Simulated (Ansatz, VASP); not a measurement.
## GaP: VASP beside Ansatz

```
Ga P
1.0
     0.00000    2.72540    2.72540
     2.72540    0.00000    2.72540
     2.72540    2.72540    0.00000
Ga P
1 1
Direct
  0.00000 0.00000 0.00000
  0.25000 0.25000 0.25000
```

Alike in both runs: task single point; functional PBE; k mesh 8 × 8 × 8; occupations fermi-dirac, width 0.02 eV; no spin polarisation.

```csv
,VASP,Ansatz
version,VASP 6.6.1,Ansatz 0.2.0
potentials or method,"VASP PAW PBE potentials, release 64 (Ga_d, P)","plane waves, PAW"
plane-wave cutoff (eV),500,420
valence electrons in the cell,18,18
```

```csv
,VASP,Ansatz,Ansatz less VASP
gap on the k mesh at the Fermi level (eV),1.64,1.64,0.000
pressure (GPa),2.4,2.5,+0.09
```
